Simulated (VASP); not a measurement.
# Al2O3 (R-3c) in VASP: a series of runs

Runs on Al2O3. Level: PBEsol. Tasks: single point, relaxation of cell and atoms.

Everything below comes from runs of VASP 6.6.1. Logs are shortened: lines on timing, memory, paths and dates and some standing lists are left out, and cuts for length are marked.

### 1 The cell of the first run

The structure is trigonal, space group R-3c (No. 167). Conventional cell: a = 4.774 Å, b = 4.774 Å, c = 13.015 Å, α = 90.00°, β = 90.00°, γ = 120.00°. Within 2.5 Å of Al (site symmetry 3) lie 6 O at 1.86 to 1.97 Å. Within 2.9 Å of O (site symmetry 2) lie 4 Al at 1.86 to 1.97 Å and 12 O at 2.53 to 2.88 Å.

### 2 Single point, PBEsol

File INCAR:

```
PREC = Accurate
ENCUT = 520
EDIFF = 1E-6
ISMEAR = 0
SIGMA = 0.01
LREAL = F
LASPH = T
NELM = 80
ALGO = Normal
ISIF = 2
LWAVE = F
LCHARG = F
GGA = PS
NBANDS = 35
```

File KPOINTS:

```
regular mesh
0
Gamma
  6 6 6
```

File POSCAR:

```
Al2O3
1.0
    2.3868965438      1.3780753620      4.3382043766
   -2.3868965438      1.3780753620      4.3382043766
    0.0000000000     -2.7561507242      4.3382043765
Al O
4 6
Direct
    0.3520791291      0.3520791291      0.3520791291
    0.1479208709      0.1479208709      0.1479208709
    0.6479208709      0.6479208709      0.6479208709
    0.8520791291      0.8520791291      0.8520791291
    0.5558606405      0.9441393595      0.2500000000
    0.2500000000      0.5558606405      0.9441393595
    0.9441393595      0.2500000000      0.5558606405
    0.4441393595      0.0558606405      0.7500000000
    0.7500000000      0.4441393595      0.0558606405
    0.0558606405      0.7500000000      0.4441393595
```

Potentials or basis: VASP PAW PBE potentials, release 64 (Al, O).

Launch:

```console
$ cat potpaw_PBE.64/Al/POTCAR potpaw_PBE.64/O/POTCAR > POTCAR
$ mpirun -np 1 vasp_std > vasp.out
```

OUTCAR:

```text
PREC = Accurate
   ENCUT = 520
   EDIFF = 1E-6
   ISMEAR = 0
   LREAL = F
   LASPH = T
   NELM = 80
   ISIF = 2
   GGA = PS

 ion  position               nearest neighbor table
   1  0.352  0.352  0.352-   8 1.86   9 1.86  10 1.86   6 1.97   7 1.97   5 1.97   2 2.66   3 2.80
                             3 2.80   3 2.80   2 3.23   2 3.23   2 3.23
   2  0.148  0.148  0.148-   8 1.86  10 1.86   9 1.86   7 1.97   6 1.97   5 1.97   1 2.66   4 2.80
                             4 2.80   4 2.80   1 3.23   1 3.23   1 3.23
   3  0.648  0.648  0.648-   5 1.86   6 1.86   7 1.86   9 1.97  10 1.97   8 1.97   4 2.66   1 2.80
                             1 2.80   1 2.80   4 3.23   4 3.23   4 3.23
   4  0.852  0.852  0.852-   5 1.86   7 1.86   6 1.86  10 1.97   9 1.97   8 1.97   3 2.66   2 2.80
                             2 2.80   2 2.80   3 3.23   3 3.23   3 3.23
   5  0.556  0.944  0.250-   3 1.86   4 1.86   1 1.97   2 1.97
   6  0.250  0.556  0.944-   3 1.86   4 1.86   1 1.97   2 1.97
   7  0.944  0.250  0.556-   4 1.86   3 1.86   2 1.97   1 1.97
   8  0.444  0.056  0.750-   1 1.86   2 1.86   3 1.97   4 1.97
   9  0.750  0.444  0.056-   1 1.86   2 1.86   3 1.97   4 1.97
  10  0.056  0.750  0.444-   2 1.86   1 1.86   4 1.97   3 1.97

  LATTYP: Found a trigonal (rhomboedric) cell.
 ALAT       =     5.1396871527
 COS(alpha) =     0.5686559444

  Lattice vectors:

 A1 = (   2.3868965438,   1.3780753620,   4.3382043766)
 A2 = (  -2.3868965438,   1.3780753620,   4.3382043766)
 A3 = (   0.0000000000,  -2.7561507242,   4.3382043765)

Analysis of symmetry for initial positions (statically):
=====================================================================
 Subroutine PRICEL returns:
 Original cell was already a primitive cell.

 Routine SETGRP: Setting up the symmetry group for a
 trigonal (rhombohedral) supercell.

 Subroutine GETGRP returns: Found 12 space group operations
 (whereof  6 operations were pure point group operations)
 out of a pool of 12 trial point group operations.

The static configuration has the point symmetry S_6 .
 The point group associated with its full space group is D_3d.

Analysis of symmetry for dynamics (positions and initial velocities):
=====================================================================
 Subroutine PRICEL returns:
 Original cell was already a primitive cell.

 Routine SETGRP: Setting up the symmetry group for a
 trigonal (rhombohedral) supercell.

 Subroutine GETGRP returns: Found 12 space group operations
 (whereof  6 operations were pure point group operations)
 out of a pool of 12 trial point group operations.

The dynamic configuration has the point symmetry S_6 .
 The point group associated with its full space group is D_3d.

 Subroutine INISYM returns: Found 12 space group operations
 (whereof  6 operations are pure point group operations),
 and found     1 'primitive' translations

----------------------------------------------------------------------------------------

                                     Primitive cell

  volume of cell :      85.6185

  direct lattice vectors                    reciprocal lattice vectors
     2.386896544  1.378075362  4.338204377     0.209477030  0.120941620  0.076836706
    -2.386896544  1.378075362  4.338204377    -0.209477030  0.120941620  0.076836706
     0.000000000 -2.756150724  4.338204377     0.000000000 -0.241883240  0.076836706

  length of vectors
     5.139687153  5.139687153  5.139687153     0.253793974  0.253793974  0.253793974

  position of ions in fractional coordinates (direct lattice)
     0.352079129  0.352079129  0.352079129
     0.147920871  0.147920871  0.147920871
     0.647920871  0.647920871  0.647920871
     0.852079129  0.852079129  0.852079129
     0.555860641  0.944139359  0.250000000
     0.250000000  0.555860641  0.944139359
     0.944139359  0.250000000  0.555860641
     0.444139359  0.055860641  0.750000000
     0.750000000  0.444139359  0.055860641
     0.055860641  0.750000000  0.444139359

  ion indices of the primitive-cell ions
   primitive index   ion index
                 1           1
                 2           2
                 3           3
                 4           4
                 5           5
                 6           6
                 7           7
                 8           8
                 9           9
                10          10

----------------------------------------------------------------------------------------

 KPOINTS: regular mesh

Automatic generation of k-mesh.
 Grid dimensions read from file:
 generate k-points for:    6    6    6

 Generating k-lattice:

  Cartesian coordinates                     Fractional coordinates (reciprocal lattice)
     0.034912838  0.020156937  0.012806118     0.166666667 -0.000000000  0.000000000
    -0.034912838  0.020156937  0.012806118    -0.000000000  0.166666667  0.000000000
     0.000000000 -0.040313873  0.012806118    -0.000000000 -0.000000000  0.166666667

  Length of vectors
     0.042298996  0.042298996  0.042298996

  Shift w.r.t. Gamma in fractional coordinates (k-lattice)
     0.000000000  0.000000000  0.000000000

 Subroutine IBZKPT returns following result:
 ===========================================

 Found     32 irreducible k-points:

 Following reciprocal coordinates:
            Coordinates               Weight
  0.000000  0.000000  0.000000      1.000000
  0.166667  0.000000  0.000000      6.000000
  0.333333 -0.000000 -0.000000      6.000000
  0.500000 -0.000000 -0.000000      3.000000
  0.166667  0.166667  0.000000      6.000000
  0.333333  0.166667 -0.000000     12.000000
[... 16 lines left out ...]
  0.500000  0.500000  0.166667      6.000000
 -0.333333  0.500000  0.166667     12.000000
 [... further k-points ...]
   k-points           NKPTS =     32   k-points in BZ     NKDIM =     32   number of bands    NBANDS=     35
   number of dos      NEDOS =    301   number of ions     NIONS =     10
   total plane-waves  NPLWV =  64000
   dimension x,y,z NGX =    40 NGY =   40 NGZ =   40
   dimension x,y,z NGXF=    80 NGYF=   80 NGZF=   80
   ions per type =               4   6
   NGX,Y,Z   is equivalent  to a cutoff of  12.94, 12.94, 12.94 a.u.
   NGXF,Y,Z  is equivalent  to a cutoff of  25.88, 25.88, 25.88 a.u.
 SYSTEM =  unknown system
   PREC   = accura    normal or accurate (medium, high low for compatibility)
   ISTART =      0    job   : 0-new  1-cont  2-samecut
   ICHARG =      2    charge: 1-file 2-atom 10-const
   ISPIN  =      1    spin polarized calculation?
   LNONCOLLINEAR =      F non collinear calculations
   LSORBIT =      F    spin-orbit coupling
   LASPH  =      T    aspherical Exc in radial PAW
   ENCUT  =  520.0 eV  38.22 Ry    6.18 a.u.   9.56  9.56  9.56*2*pi/ulx,y,z
   NELM   =     80;   NELMIN=  2; NELMDL= -5     # of ELM steps
   EDIFF  = 0.1E-05   stopping-criterion for ELM
   LREAL  =      F    real-space projection
   EDIFFG = 0.1E-04   stopping-criterion for IOM
   NSW    =      0    number of steps for IOM
   IBRION =     -1    ionic relax: 0-MD 1-quasi-New 2-CG
   NFREE  =      0    steps in history (QN), initial steepest desc. (CG)
   ISIF   =      2    stress and relaxation
   ISYM   =      2    0-nonsym 1-usesym 2-fastsym
   POTIM  = 0.5000    time-step for ionic-motion
   TEBEG  =    0.0;   TEEND  =   0.0 temperature during run
   PSTRESS=    0.0 pullay stress
   NELECT =      48.0000    total number of electrons
   NUPDOWN=      -1.0000    fix difference up-down
   EMIN   =  10.00;   EMAX   =-10.00  energy-range for DOS
   EFERMI =   0.00;   METHOD = LEGACY
   ISMEAR =     0;   SIGMA  =   0.01  broadening in eV -4-tet -1-fermi 0-gaus
   EFERMI_NEDOS =   21; number of points for ismear=-14 and -15
   IALGO  =     38    algorithm
   IMIX   =      4    mixing-type and parameters
     AMIX     =   0.40;   BMIX     =  1.00
     AMIX_MAG =   1.60;   BMIX_MAG =  1.00
  volume/ion in A,a.u.               =       8.56        57.78
  Fermi-wavevector in a.u.,A,eV,Ry     =   1.349893  2.550928 24.792682  1.822211
  Thomas-Fermi vector in A             =   2.477442
   LORBIT       =      0    0 simple, 1 ext, 2 COOP (PROOUT), +10 PAW based schemes
   GGA     = PS    functional components
   LHFCALC =     F    Hartree Fock is set to
   AEXX    =    0.0000 exact exchange contribution
   IVDW    =     0    specifies the selected vdW correction
   LEPSILON=     F    determine dielectric tensor
   LRPA    =     F    only Hartree local field effects (RPA)
 non-spin polarized calculation
 Gauss-broadening in eV      SIGMA  =   0.01
  energy-cutoff  :      520.00
  volume of cell :       85.62
 maximum number of plane-waves:      2328
 NGX is ok and might be reduce to    40
   NGX = 19   NGY = 19   NGZ = 19

 number of electron      48.0000012 magnetization

 Free energy of the ion-electron system (eV)
  ---------------------------------------------------
  ext. energy  EPLUGINS =         0.00000000
  ---------------------------------------------------
  free energy    TOTEN  =       -78.66432088 eV

  energy without entropy =      -78.66432088  energy(sigma->0) =      -78.66432088

 E-fermi :   6.0738     XC(G=0): -11.9062

 val. band max:        5.9510049470   @ k =   0.0000   0.0000   0.0000
 cond. band min:      11.9905921649   @ k =   0.0000   0.0000   0.0000
 fundamental gap:      6.0395872179
 Fermi energy:         6.0738243431

 k-point     1 :       0.0000    0.0000    0.0000
  band No.  band energies     occupation
      1     -13.2002      2.00000
      2     -10.8452      2.00000
      3     -10.5644      2.00000
      4     -10.5644      2.00000
      5     -10.2405      2.00000
      6     -10.2405      2.00000
[... 27 lines left out ...]
     34      19.4043      0.00000
     35      20.3637      0.00000

 k-point     2 :       0.1667    0.0000    0.0000
  band No.  band energies     occupation
      1     -13.0564      2.00000
      2     -10.9234      2.00000
      3     -10.6441      2.00000
      4     -10.5922      2.00000
      5     -10.3098      2.00000
      6     -10.2511      2.00000
[... 27 lines left out ...]
     34      18.7598      0.00000
     35      20.2514      0.00000

 k-point     3 :       0.3333   -0.0000   -0.0000
  band No.  band energies     occupation
      1     -12.6467      2.00000
      2     -11.3903      2.00000
      3     -10.6195      2.00000
      4     -10.5894      2.00000
      5     -10.4558      2.00000
      6     -10.3168      2.00000
[... 27 lines left out ...]
     34      19.2201      0.00000
     35      19.3794      0.00000

 k-point     4 :       0.5000   -0.0000   -0.0000
  band No.  band energies     occupation
      1     -12.0445      2.00000
      2     -12.0445      2.00000
      3     -10.5774      2.00000
      4     -10.5774      2.00000
      5     -10.4473      2.00000
      6     -10.4473      2.00000
[... 27 lines left out ...]
     34      18.5365      0.00000
     35      18.9365      0.00000

 k-point     5 :       0.1667    0.1667    0.0000
  band No.  band energies     occupation
      1     -13.0170      2.00000
      2     -10.9307      2.00000
      3     -10.6811      2.00000
      4     -10.5882      2.00000
      5     -10.3758      2.00000
      6     -10.2253      2.00000
[... 638 lines left out ...]
 k-point    22 :      -0.1667    0.3333    0.1667
  band No.  band energies     occupation
      1     -12.3207      2.00000
      2     -11.3750      2.00000
      3     -10.9528      2.00000
      4     -10.8044      2.00000
      5     -10.4585      2.00000
      6     -10.2928      2.00000
[... 27 lines left out ...]
     34      19.0975      0.00000
     35      19.2392      0.00000

 k-point    23 :       0.5000    0.5000    0.1667
  band No.  band energies     occupation
      1     -12.1697      2.00000
      2     -11.4613      2.00000
      3     -11.1002      2.00000
      4     -10.8630      2.00000
      5     -10.4819      2.00000
      6     -10.1939      2.00000
[... 27 lines left out ...]
     34      19.1299      0.00000
     35      19.4765      0.00000

 k-point    24 :      -0.3333    0.5000    0.1667
  band No.  band energies     occupation
      1     -11.8883      2.00000
      2     -11.5101      2.00000
      3     -11.2516      2.00000
      4     -11.0276      2.00000
      5     -10.4304      2.00000
      6     -10.2190      2.00000
[... 27 lines left out ...]
     34      19.1448      0.00000
     35      19.2908      0.00000

 [... further k-points ...]
[... 5 lines left out ...]
  --------------------------------------------------------------------------------------
  -------------------------------------------------------------------------------------
  Total        0.0560157      0.0560157      0.0064865      0.0000000      0.0000000      0.0000000
  in kB        1.0482209      1.0482209      0.1213819      0.0000000      0.0000000      0.0000000
  external PRESSURE =       0.7392746 kB  Pullay stress =       0.0000000 kB

 VOLUME and BASIS-vectors are now :
 -----------------------------------------------------------------------------
  energy-cutoff  :      520.00
  volume of cell :       85.62
      direct lattice vectors                 reciprocal lattice vectors
     2.386896544  1.378075362  4.338204377     0.209477030  0.120941620  0.076836706
    -2.386896544  1.378075362  4.338204377    -0.209477030  0.120941620  0.076836706
     0.000000000 -2.756150724  4.338204377     0.000000000 -0.241883240  0.076836706

 POSITION                                       TOTAL-FORCE (eV/Angst)
 -----------------------------------------------------------------------------------
      0.00000     -0.00000      4.58217         0.000000      0.000000     -0.002129
      0.00000     -0.00000      1.92513         0.000000     -0.000000      0.002129
      0.00000     -0.00000      8.43244         0.000000     -0.000000      0.002129
      0.00000     -0.00000     11.08948         0.000000      0.000000     -0.002129
     -0.92678      1.37808      7.59186        -0.004573      0.000000      0.000000
     -0.73006     -1.49165      7.59186         0.002287     -0.003960     -0.000000
      1.65684      0.11358      7.59186         0.002287      0.003960      0.000000
      0.92678     -1.37808      5.42276         0.004573      0.000000      0.000000
      0.73006      1.49165      5.42276        -0.002287      0.003960      0.000000
     -1.65684     -0.11358      5.42276        -0.002287     -0.003960     -0.000000
 -----------------------------------------------------------------------------------
    total drift:                               -0.000000     -0.000000      0.000000

  FREE ENERGIE OF THE ION-ELECTRON SYSTEM (eV)
  ---------------------------------------------------
  free  energy   TOTEN  =       -78.6643208776 eV

  energy  without entropy=      -78.6643208776  energy(sigma->0) =      -78.66432088
```

It took 78 s on 1 thread of Intel Xeon Platinum 8488C (Sapphire Rapids), shared host; peak memory 0.27 GiB.

Results:

| Quantity | Value |
| --- | --- |
| Free energy | -78.6643 eV |
| Pressure | 0.1 GPa |
| Largest force | 0.005 eV/Å |
| Band gap on the k mesh | 6.04 eV |

Forces on the atoms (eV/Å):
```
Al   0.000  0.000 -0.002
Al   0.000  0.000  0.002
Al   0.000  0.000  0.002
Al   0.000  0.000 -0.002
O   -0.005  0.000  0.000
O    0.002 -0.004  0.000
O    0.002  0.004  0.000
O    0.005  0.000  0.000
O   -0.002  0.004  0.000
O   -0.002 -0.004  0.000
```

Caveat: the PAW data sets were made with another functional, which shifts forces and pressure a little.

### 3 Relaxation of cell and atoms, PBEsol

File INCAR:

```
PREC = Accurate
ENCUT = 600
EDIFF = 1E-6
ISMEAR = 0
SIGMA = 0.01
LREAL = False
LASPH = True
NELM = 80
ALGO = Normal
ISIF = 3
LWAVE = False
LCHARG = False
GGA = PS
IBRION = 2
NSW = 80
EDIFFG = -0.001
```

File KPOINTS:

```
Automatic mesh
0
Gamma
  6 6 6
```

Edit POSCAR of step 2 so:

```diff
@@ -2,4 +2,4 @@
 1.0
-    2.3868965438      1.3780753620      4.3382043766
-   -2.3868965438      1.3780753620      4.3382043766
+    2.3868965438      1.3780753621      4.3382043766
+   -2.3868965438      1.3780753621      4.3382043766
     0.0000000000     -2.7561507242      4.3382043765
```

Potentials or basis: VASP PAW PBE potentials, release 64 (Al, O).

Launch:

```console
$ cat potpaw_PBE.64/Al/POTCAR potpaw_PBE.64/O/POTCAR > POTCAR
$ mpirun -np 1 vasp_std > vasp.out
```

It took 4.8 min on 1 thread of Intel Xeon Platinum 8488C (Sapphire Rapids), shared host; peak memory 0.29 GiB.

Results (log left out):

```yaml
Free_energy: -78.6825 eV
Relaxed_volume: 8.55 Å³/atom
Relaxed_cell: a = 5.137 Å, b = 5.137 Å, c = 5.137 Å, α = 55.36°, β = 55.36°, γ = 55.36°
Space_group_after_relaxing_to_0.1_Å: R-3c (No. 167)
Energy_gained_by_relaxing: 0.0 meV/atom
Ionic_steps: 13
Pressure_after_relaxing: 0.0 GPa
Band_gap_on_the_k_mesh: 6.05 eV
```

Final structure:
```
Al O
1.0
     2.38637    1.37777    4.33600
    -2.38637    1.37777    4.33600
     0.00000   -2.75554    4.33600
Al O
4 6
Direct
  0.35208 0.35208 0.35208
  0.14792 0.14792 0.14792
  0.64792 0.64792 0.64792
  0.85208 0.85208 0.85208
  0.55580 0.94420 0.25000
  0.25000 0.55580 0.94420
  0.94420 0.25000 0.55580
  0.44420 0.05580 0.75000
  0.75000 0.44420 0.05580
  0.05580 0.75000 0.44420
```

Levels at points of the mesh, in eV from the valence-band top:
```tsv
k point	band 20	band 21	band 22	band 23	band 24	band 25	band 26	band 27	band 28	band 29
(0.00, 0.00, 0.00)	-0.50	-0.50	-0.04	-0.04	0.00	6.05	8.91	10.61	11.35	11.35
(0.50, 0.00, 0.00)	-1.32	-0.91	-0.91	-0.27	-0.27	9.27	9.27	9.49	9.49	11.55
(0.50, 0.50, 0.00)	-1.30	-1.02	-0.91	-0.74	-0.25	9.41	9.56	9.74	10.24	10.97
(0.50, 0.50, 0.50)	-2.01	-0.38	-0.38	-0.38	-0.38	8.49	8.49	10.91	10.91	12.32
```

Caveat: the PAW data sets were made with another functional, which shifts forces and pressure a little. A k mesh can miss the band edges.
